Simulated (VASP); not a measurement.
# ZrB2 (P6/mmm) in VASP: notebook

Runs on ZrB2. Level: PBEsol. Tasks: single point.

Program: VASP 6.6.1. These are calculated values, not measurements. Logs are shortened: lines on timing, memory, paths and dates and some standing lists are left out, and cuts for length are marked.

**1. The cell of the first run**

The structure is hexagonal, space group P6/mmm (No. 191). The conventional cell has a = 3.138 Å, b = 3.138 Å, c = 3.605 Å, α = 90.00°, β = 90.00°, γ = 120.00°. Zr (site symmetry 6/mmm) has 12 B at 2.56 Å and 6 Zr at 3.14 Å within 3.4 Å. B (site symmetry -6m2) has 3 B at 1.81 Å within 2.4 Å.

**2. Single point, PBEsol**

Contents of INCAR:

```
PREC = Accurate ; ENCUT = 500
EDIFF = 1E-6 ; ISMEAR = -1
SIGMA = 0.1 ; LREAL = F
LASPH = T ; NELM = 120
ALGO = Normal ; ISIF = 2
LWAVE = F ; LCHARG = T
GGA = PS ; LELF = T
LVHAR = T ; NBANDS = 16
GGA_COMPAT = F
```

Contents of KPOINTS:

```
regular mesh
0
Gamma
  13 13 10
```

Contents of POSCAR:

```
ZrB2
1.0
    3.1383000000      0.0000000000      0.0000000000
   -1.5691500000      2.7178479900      0.0000000000
    0.0000000000      0.0000000000      3.6047342108
Zr B
1 2
Direct
    0.0000000000      0.0000000000      0.0000000000
    0.3333333333      0.6666666667      0.5000000000
    0.6666666667      0.3333333333      0.5000000000
```

Potentials or basis: VASP PAW PBE potentials, release 64 (Zr_sv, B).

Command:

```sh
$ cat potpaw_PBE.64/Zr_sv/POTCAR potpaw_PBE.64/B/POTCAR > POTCAR
$ mpirun -np 1 vasp_std > vasp.out
```

OUTCAR:

```text
PREC = Accurate
   ENCUT = 500
   EDIFF = 1E-6
   ISMEAR = -1
   LREAL = F
   LASPH = T
   NELM = 120
   ISIF = 2
   GGA = PS

 ion  position               nearest neighbor table
   1  0.000  0.000  0.000-   2 2.56   3 2.56   2 2.56   3 2.56   3 2.56   3 2.56   2 2.56   2 2.56
                             3 2.56   3 2.56   2 2.56   2 2.56
   2  0.333  0.667  0.500-   3 1.81   3 1.81   3 1.81   1 2.56   1 2.56   1 2.56   1 2.56   1 2.56
                             1 2.56
   3  0.667  0.333  0.500-   2 1.81   2 1.81   2 1.81   1 2.56   1 2.56   1 2.56   1 2.56   1 2.56
                             1 2.56

  LATTYP: Found a hexagonal cell.
 ALAT       =     3.1383000000
 C/A-ratio  =     1.1486263935

  Lattice vectors:

 A1 = (   3.1383000000,   0.0000000000,   0.0000000000)
 A2 = (  -1.5691500000,   2.7178479900,   0.0000000000)
 A3 = (   0.0000000000,   0.0000000000,   3.6047342108)

Analysis of symmetry for initial positions (statically):
=====================================================================
 Subroutine PRICEL returns:
 Original cell was already a primitive cell.

 Routine SETGRP: Setting up the symmetry group for a
 hexagonal supercell.

 Subroutine GETGRP returns: Found 24 space group operations
 (whereof 24 operations were pure point group operations)
 out of a pool of 24 trial point group operations.

The static configuration has the point symmetry D_6h.

Analysis of symmetry for dynamics (positions and initial velocities):
=====================================================================
 Subroutine PRICEL returns:
 Original cell was already a primitive cell.

 Routine SETGRP: Setting up the symmetry group for a
 hexagonal supercell.

 Subroutine GETGRP returns: Found 24 space group operations
 (whereof 24 operations were pure point group operations)
 out of a pool of 24 trial point group operations.

The dynamic configuration has the point symmetry D_6h.

 Subroutine INISYM returns: Found 24 space group operations
 (whereof 24 operations are pure point group operations),
 and found     1 'primitive' translations

----------------------------------------------------------------------------------------

                                     Primitive cell

  volume of cell :      30.7463

  direct lattice vectors                    reciprocal lattice vectors
     3.138300000  0.000000000  0.000000000     0.318643852  0.183969082  0.000000000
    -1.569150000  2.717847990  0.000000000     0.000000000  0.367938164  0.000000000
     0.000000000  0.000000000  3.604734211     0.000000000  0.000000000  0.277412963

  length of vectors
     3.138300000  3.138300403  3.604734211     0.367938211  0.367938164  0.277412963

  position of ions in fractional coordinates (direct lattice)
     0.000000000  0.000000000  0.000000000
     0.333333333  0.666666667  0.500000000
     0.666666667  0.333333333  0.500000000

  ion indices of the primitive-cell ions
   primitive index   ion index
                 1           1
                 2           2
                 3           3

----------------------------------------------------------------------------------------

 KPOINTS: regular mesh

Automatic generation of k-mesh.
 Grid dimensions read from file:
 generate k-points for:   13   13   10

 Generating k-lattice:

  Cartesian coordinates                     Fractional coordinates (reciprocal lattice)
     0.024511066  0.014151468  0.000000000     0.076923077  0.000000000  0.000000000
     0.000000000  0.028302936  0.000000000     0.000000000  0.076923077  0.000000000
     0.000000000  0.000000000  0.027741296     0.000000000  0.000000000  0.100000000

  Length of vectors
     0.028302939  0.028302936  0.027741296

  Shift w.r.t. Gamma in fractional coordinates (k-lattice)
     0.000000000  0.000000000  0.000000000

 Subroutine IBZKPT returns following result:
 ===========================================

 Found    126 irreducible k-points:

 Following reciprocal coordinates:
            Coordinates               Weight
  0.000000  0.000000  0.000000      1.000000
  0.076923  0.000000  0.000000      6.000000
  0.153846 -0.000000  0.000000      6.000000
  0.230769 -0.000000  0.000000      6.000000
  0.307692 -0.000000  0.000000      6.000000
  0.384615 -0.000000  0.000000      6.000000
[... 16 lines left out ...]
  0.076923  0.000000  0.100000     12.000000
  0.153846 -0.000000  0.100000     12.000000
 [... further k-points ...]
   k-points           NKPTS =    126   k-points in BZ     NKDIM =    126   number of bands    NBANDS=     16
   number of dos      NEDOS =    301   number of ions     NIONS =      3
   total plane-waves  NPLWV =  16128
   dimension x,y,z NGX =    24 NGY =   24 NGZ =   28
   dimension x,y,z NGXF=    48 NGYF=   48 NGZF=   56
   ions per type =               1   2
   NGX,Y,Z   is equivalent  to a cutoff of  12.71, 12.71, 12.91 a.u.
   NGXF,Y,Z  is equivalent  to a cutoff of  25.43, 25.43, 25.83 a.u.
 SYSTEM =  unknown system
   PREC   = accura    normal or accurate (medium, high low for compatibility)
   ISTART =      0    job   : 0-new  1-cont  2-samecut
   ICHARG =      2    charge: 1-file 2-atom 10-const
   ISPIN  =      1    spin polarized calculation?
   LNONCOLLINEAR =      F non collinear calculations
   LSORBIT =      F    spin-orbit coupling
   LASPH  =      T    aspherical Exc in radial PAW
   ENCUT  =  500.0 eV  36.75 Ry    6.06 a.u.   5.72  5.72  6.57*2*pi/ulx,y,z
   NELM   =    120;   NELMIN=  2; NELMDL= -5     # of ELM steps
   EDIFF  = 0.1E-05   stopping-criterion for ELM
   LREAL  =      F    real-space projection
   EDIFFG = 0.1E-04   stopping-criterion for IOM
   NSW    =      0    number of steps for IOM
   IBRION =     -1    ionic relax: 0-MD 1-quasi-New 2-CG
   NFREE  =      0    steps in history (QN), initial steepest desc. (CG)
   ISIF   =      2    stress and relaxation
   ISYM   =      2    0-nonsym 1-usesym 2-fastsym
   POTIM  = 0.5000    time-step for ionic-motion
   TEBEG  =    0.0;   TEEND  =   0.0 temperature during run
   PSTRESS=    0.0 pullay stress
   NELECT =      18.0000    total number of electrons
   NUPDOWN=      -1.0000    fix difference up-down
   EMIN   =  10.00;   EMAX   =-10.00  energy-range for DOS
   EFERMI =   0.00;   METHOD = LEGACY
   ISMEAR =    -1;   SIGMA  =   0.10  broadening in eV -4-tet -1-fermi 0-gaus
   EFERMI_NEDOS =   21; number of points for ismear=-14 and -15
   IALGO  =     38    algorithm
   IMIX   =      4    mixing-type and parameters
     AMIX     =   0.40;   BMIX     =  1.00
     AMIX_MAG =   1.60;   BMIX_MAG =  1.00
  volume/ion in A,a.u.               =      10.25        69.16
  Fermi-wavevector in a.u.,A,eV,Ry     =   1.369519  2.588016 25.518844  1.875582
  Thomas-Fermi vector in A             =   2.495387
   LORBIT       =      0    0 simple, 1 ext, 2 COOP (PROOUT), +10 PAW based schemes
   GGA     = PS    functional components
   LHFCALC =     F    Hartree Fock is set to
   AEXX    =    0.0000 exact exchange contribution
   IVDW    =     0    specifies the selected vdW correction
   LEPSILON=     F    determine dielectric tensor
   LRPA    =     F    only Hartree local field effects (RPA)
 non-spin polarized calculation
  energy-cutoff  :      500.00
  volume of cell :       30.75
 maximum number of plane-waves:       806
 NGX is ok and might be reduce to    24
   NGX = 11   NGY = 11   NGZ = 13

 number of electron      18.0000000 magnetization

 Free energy of the ion-electron system (eV)
  ---------------------------------------------------
  ext. energy  EPLUGINS =         0.00000000
  ---------------------------------------------------
  free energy    TOTEN  =       -26.37982058 eV

  energy without entropy =      -26.37153078  energy(sigma->0) =      -26.37567568

 E-fermi :  10.4246     XC(G=0): -12.5336

 val. band max:       10.4155580139   @ k =   0.0769   0.0000   0.3000
 cond. band min:      10.4247388900   @ k =   0.0769   0.0769   0.3000
 fundamental gap:      0.0091808761
 Fermi energy:        10.4245853337

 k-point     1 :       0.0000    0.0000    0.0000
  band No.  band energies     occupation
      1     -38.1338      2.00000
      2     -16.3769      2.00000
      3     -15.7475      2.00000
      4     -15.7475      2.00000
      5      -2.3114      2.00000
      6       7.7086      2.00000
[... 8 lines left out ...]
     15      15.7863      0.00000
     16      15.7863      0.00000

 k-point     2 :       0.0769    0.0000    0.0000
  band No.  band energies     occupation
      1     -38.1264      2.00000
      2     -16.3661      2.00000
      3     -15.8104      2.00000
      4     -15.7611      2.00000
      5      -2.1918      2.00000
      6       7.6512      2.00000
[... 8 lines left out ...]
     15      16.2761      0.00000
     16      16.5089      0.00000

 k-point     3 :       0.1538   -0.0000    0.0000
  band No.  band energies     occupation
      1     -38.1058      2.00000
      2     -16.3359      2.00000
      3     -15.9815      2.00000
      4     -15.7985      2.00000
      5      -1.8450      2.00000
      6       6.7794      2.00000
[... 8 lines left out ...]
     15      17.3857      0.00000
     16      17.5421      0.00000

 k-point     4 :       0.2308   -0.0000    0.0000
  band No.  band energies     occupation
      1     -38.0766      2.00000
      2     -16.2930      2.00000
      3     -16.2149      2.00000
      4     -15.8508      2.00000
      5      -1.3002      2.00000
      6       5.6894      2.00000
[... 8 lines left out ...]
     15      17.4558      0.00000
     16      19.2042      0.00000

 k-point     5 :       0.3077   -0.0000    0.0000
  band No.  band energies     occupation
      1     -38.0453      2.00000
      2     -16.4536      2.00000
      3     -16.2470      2.00000
      4     -15.9056      2.00000
      5      -0.5918      2.00000
      6       4.5402      2.00000
[... 8 lines left out ...]
     15      18.3330      0.00000
     16      20.5621      0.00000

 k-point     6 :       0.3846   -0.0000    0.0000
  band No.  band energies     occupation
      1     -38.0192      2.00000
      2     -16.6451      2.00000
      3     -16.2085      2.00000
      4     -15.9505      2.00000
      5       0.2480      2.00000
      6       3.3995      2.00000
[... 8 lines left out ...]
     15      19.4392      0.00000
     16      19.7993      0.00000
[... 267 lines left out ...]
 k-point    21 :       0.3077    0.3077    0.0000
  band No.  band energies     occupation
      1     -37.9873      2.00000
      2     -16.5307      2.00000
      3     -16.3785      2.00000
      4     -16.1616      2.00000
      5       2.2590      2.00000
      6       2.9994      2.00000
[... 8 lines left out ...]
     15      21.7176      0.00000
     16      21.8372      0.00000

 k-point    22 :       0.0000    0.0000    0.1000
  band No.  band energies     occupation
      1     -38.1323      2.00000
      2     -16.4085      2.00000
      3     -15.7455      2.00000
      4     -15.7455      2.00000
      5      -2.1692      2.00000
      6       6.7422      2.00000
[... 8 lines left out ...]
     15      16.6242      0.00000
     16      16.6242      0.00000

 k-point    23 :       0.0769    0.0000    0.1000
  band No.  band energies     occupation
      1     -38.1249      2.00000
      2     -16.3973      2.00000
      3     -15.8082      2.00000
      4     -15.7590      2.00000
      5      -2.0538      2.00000
      6       6.7841      2.00000
[... 8 lines left out ...]
     15      16.5719      0.00000
     16      16.9844      0.00000

 k-point    24 :       0.1538   -0.0000    0.1000
  band No.  band energies     occupation
      1     -38.1043      2.00000
      2     -16.3662      2.00000
      3     -15.9785      2.00000
      4     -15.7963      2.00000
      5      -1.7194      2.00000
      6       6.6770      2.00000
[... 8 lines left out ...]
     15      17.3887      0.00000
     16      17.9840      0.00000

 [... further k-points ...]

------------------------ aborting loop because EDIFF is reached ----------------------------------------

  FORCE on cell =-STRESS in cart. coord.  units (eV):
  Direction    XX          YY          ZZ          XY          YZ          ZX
  --------------------------------------------------------------------------------------
  -------------------------------------------------------------------------------------
  Total        0.0631288      0.0631289     -1.9837739      0.0000000      0.0000000      0.0000000
  in kB        3.2896184      3.2896195   -103.3736591      0.0000000      0.0000000      0.0000000
  external PRESSURE =     -32.2648071 kB  Pullay stress =       0.0000000 kB

 VOLUME and BASIS-vectors are now :
 -----------------------------------------------------------------------------
  energy-cutoff  :      500.00
  volume of cell :       30.75
      direct lattice vectors                 reciprocal lattice vectors
     3.138300000  0.000000000  0.000000000     0.318643852  0.183969082  0.000000000
    -1.569150000  2.717847990  0.000000000     0.000000000  0.367938164  0.000000000
     0.000000000  0.000000000  3.604734211     0.000000000  0.000000000  0.277412963

 POSITION                                       TOTAL-FORCE (eV/Angst)
 -----------------------------------------------------------------------------------
      0.00000      0.00000      0.00000         0.000000      0.000000      0.000000
     -0.00000      1.81190      1.80237         0.000000      0.000000      0.000000
      1.56915      0.90595      1.80237        -0.000000     -0.000000      0.000000
 -----------------------------------------------------------------------------------
    total drift:                               -0.000000      0.000000      0.000000

  FREE ENERGIE OF THE ION-ELECTRON SYSTEM (eV)
  ---------------------------------------------------
  free  energy   TOTEN  =       -26.3798205785 eV

  energy  without entropy=      -26.3715307828  energy(sigma->0) =      -26.37567568
```

Wall time 19 s (1 thread of Intel Xeon 6975P-C (Granite Rapids), shared host); peak memory 0.18 GiB.

What came out:

```yaml
Free_energy: -26.3798 eV
Pressure: -3.2 GPa
Band_gap_on_the_k_mesh: zero (band 9 reaches 11.16 eV, above the bottom of band 10 at 10.02 eV)
```

Caveat: the PAW data sets were made with another functional, which shifts forces and pressure a little.

**3. Single point, PBEsol**

Contents of INCAR:

```
SYSTEM = ZrB2
PREC = Accurate
ENCUT = 500
EDIFF = 1E-6
ISMEAR = -1
SIGMA = 0.1
LREAL = .FALSE.
LASPH = .TRUE.
NELM = 120
ALGO = Normal
ISIF = 2
LWAVE = .FALSE.
LCHARG = .FALSE.
GGA = PS
NBANDS = 16
GGA_COMPAT = .FALSE.
```

Contents of KPOINTS:

```
Automatic mesh
0
G
  13 13 10
  0 0 0
```

Contents of POSCAR:

```
ZrB2
1.0
    3.1541500000      0.0000000000      0.0000000000
   -1.5770750000      2.7315744950      0.0000000000
    0.0000000000      0.0000000000      3.5685967526
Zr B
1 2
Direct
    0.0000000000      0.0000000000      0.0000000000
    0.3333333333      0.6666666667      0.5000000000
    0.6666666667      0.3333333333      0.5000000000
```

Potentials or basis: VASP PAW PBE potentials, release 64 (Zr_sv, B).

Command:

```sh
$ cat potpaw_PBE.64/Zr_sv/POTCAR potpaw_PBE.64/B/POTCAR > POTCAR
$ mpirun -np 1 vasp_std > vasp.out
```

OUTCAR:

```text
SYSTEM = ZrB2
   PREC = Accurate
   ENCUT = 500
   EDIFF = 1E-6
   ISMEAR = -1
   LREAL = .FALSE.
   LASPH = .TRUE.
   NELM = 120
   ISIF = 2
   GGA = PS

 ion  position               nearest neighbor table
   1  0.000  0.000  0.000-   2 2.55   3 2.55   2 2.55   3 2.55   3 2.55   3 2.55   2 2.55   2 2.55
                             3 2.55   3 2.55   2 2.55   2 2.55
   2  0.333  0.667  0.500-   3 1.82   3 1.82   3 1.82   1 2.55   1 2.55   1 2.55   1 2.55   1 2.55
                             1 2.55
   3  0.667  0.333  0.500-   2 1.82   2 1.82   2 1.82   1 2.55   1 2.55   1 2.55   1 2.55   1 2.55
                             1 2.55

  LATTYP: Found a hexagonal cell.
[... 654 lines left out ...]
  --------------------------------------------------------------------------------------
  -------------------------------------------------------------------------------------
  Total       -0.3150440     -0.3150441     -1.3868493      0.0000000     -0.0000000     -0.0000000
  in kB      -16.4168139    -16.4168195    -72.2681593      0.0000000     -0.0000000     -0.0000000
  external PRESSURE =     -35.0339309 kB  Pullay stress =       0.0000000 kB

 VOLUME and BASIS-vectors are now :
 -----------------------------------------------------------------------------
  energy-cutoff  :      500.00
  volume of cell :       30.75
      direct lattice vectors                 reciprocal lattice vectors
     3.154150000  0.000000000  0.000000000     0.317042626  0.183044614  0.000000000
    -1.577075000  2.731574495  0.000000000     0.000000000  0.366089229  0.000000000
     0.000000000  0.000000000  3.568596753     0.000000000  0.000000000  0.280222191

 POSITION                                       TOTAL-FORCE (eV/Angst)
 -----------------------------------------------------------------------------------
      0.00000      0.00000      0.00000         0.000000      0.000000      0.000000
     -0.00000      1.82105      1.78430         0.000000     -0.000000      0.000000
      1.57708      0.91052      1.78430        -0.000000      0.000000      0.000000
 -----------------------------------------------------------------------------------
    total drift:                               -0.000000      0.000000     -0.000000

  FREE ENERGIE OF THE ION-ELECTRON SYSTEM (eV)
  ---------------------------------------------------
  free  energy   TOTEN  =       -26.3955053290 eV

  energy  without entropy=      -26.3869088641  energy(sigma->0) =      -26.39120710
```

OSZICAR:

```text
N       E                     dE             d eps       ncg     rms          rms(c)
DAV:   1     0.986144787012E+02    0.98614E+02   -0.93776E+03  4032   0.108E+03
DAV:   2    -0.249637072891E+02   -0.12358E+03   -0.11864E+03  5320   0.288E+02
DAV:   3    -0.289531079429E+02   -0.39894E+01   -0.39713E+01  6168   0.438E+01
DAV:   4    -0.290126697846E+02   -0.59562E-01   -0.59554E-01  5008   0.492E+00
DAV:   5    -0.290136128841E+02   -0.94310E-03   -0.94309E-03  5984   0.458E-01    0.220E+01
DAV:   6    -0.264493281144E+02    0.25643E+01   -0.56598E+00  5280   0.159E+01    0.902E+00
DAV:   7    -0.263998722819E+02    0.49456E-01   -0.58077E-01  5568   0.480E+00    0.332E+00
DAV:   8    -0.263996023700E+02    0.26991E-03   -0.95742E-02  4856   0.242E+00    0.407E-01
DAV:   9    -0.263959532760E+02    0.36491E-02   -0.20175E-02  4968   0.103E+00    0.217E-01
DAV:  10    -0.263955020379E+02    0.45124E-03   -0.21666E-03  4672   0.422E-01    0.361E-02
DAV:  11    -0.263955073325E+02   -0.52947E-05   -0.72565E-05  5152   0.799E-02    0.105E-02
DAV:  12    -0.263955055722E+02    0.17603E-05   -0.33295E-06  4888   0.155E-02    0.724E-03
DAV:  13    -0.263955053290E+02    0.24327E-06   -0.54771E-07  2776   0.689E-03
   1 F= -.26395505E+02 E0= -.26391207E+02  d E =-.859646E-02
```

Run time: 20 s. Hardware: 1 thread of Intel Xeon 6975P-C (Granite Rapids), shared host; peak memory 0.18 GiB.

Results:

- Free energy: -26.3955 eV
- Pressure: -3.5 GPa
- Band gap on the k mesh: zero (band 9 reaches 11.03 eV, above the bottom of band 10 at 10.07 eV)

Stress tensor (GPa, compression positive):
```
-1.64  0.00  0.00
 0.00 -1.64  0.00
 0.00  0.00 -7.23
```

Caveat: the PAW data sets were made with another functional, which shifts forces and pressure a little.
